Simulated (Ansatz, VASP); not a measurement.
## One calculation of Ca, two programs

The input INCAR:

```
SYSTEM = Ca
PREC = Accurate
ENCUT = 520
EDIFF = 1E-6
ISMEAR = -1
SIGMA = 0.1
LREAL = .False.
LASPH = .True.
NELM = 60
ALGO = Normal
ISIF = 2
LWAVE = .False.
LCHARG = .False.
GGA = B5
ALDAX = 1.0
AGGAX = 1.0
AGGAC = 1.0
ALDAC = 0.0
NBANDS = 22
```

Contents of KPOINTS:

```
regular mesh
0
Gamma
  7 7 10
  0 0 0
```

POSCAR

```
Ca
1.0
    6.2100692391      0.0000000000      0.0000000000
   -3.1050346195      5.3780777203      0.0000000000
    0.0000000000      0.0000000000      3.7190247384
Ca
3
Direct
    0.0000000000      1.0000000000      1.0000000000
    0.3333333333      0.6666666667      0.5000000000
    0.6666666667      0.3333333333      0.5000000000
```

Input for Ansatz:

```yaml
crystal:
  lattice:
    - [6.2100692391, 0.0, 0.0]
    - [-3.1050346195, 5.3780777203, 0.0]
    - [0.0, 0.0, 3.7190247384]
  atoms:
    - { symbol: Ca, position: [0.0, 1.0, 1.0] }
    - { symbol: Ca, position: [0.3333333333, 0.6666666667, 0.5] }
    - { symbol: Ca, position: [0.6666666667, 0.3333333333, 0.5] }
hamiltonian:
  xc: blyp
  pseudopotentials:
    kind: paw
    azcp:
      Ca: "pseudopotentials/Ca.paw.azcp"
basis:
  ecutwfc: 420
  fft_grid_basis: typed
kpoints:
  mp_grid: { grid: [7, 7, 10], shift: [0, 0, 0] }
magnetization:
  spin_polarized: false
scf:
  occupations: { method: fermi_dirac, width: 0.1 }
  lower_state_search: "off"
output:
  stress: true
```

Alike in both runs: task single point; functional BLYP; k mesh 7 × 7 × 10; occupations fermi-dirac, width 0.1 eV; no spin polarisation.

|  | VASP | Ansatz |
| --- | --- | --- |
| version | VASP 6.6.1 | Ansatz 0.2.0 |
| potentials or method | VASP PAW PBE potentials, release 64 (Ca_sv), cutoff 520 eV | plane waves (420 eV) with PAW, scalar-relativistic |
| valence electrons in the cell | 30 | 30 |

|  | VASP | Ansatz | Ansatz less VASP |
| --- | --- | --- | --- |
| pressure (GPa) | 0.7 | 0.7 | -0.02 |

VASP's potentials were made for PBE, not for BLYP.
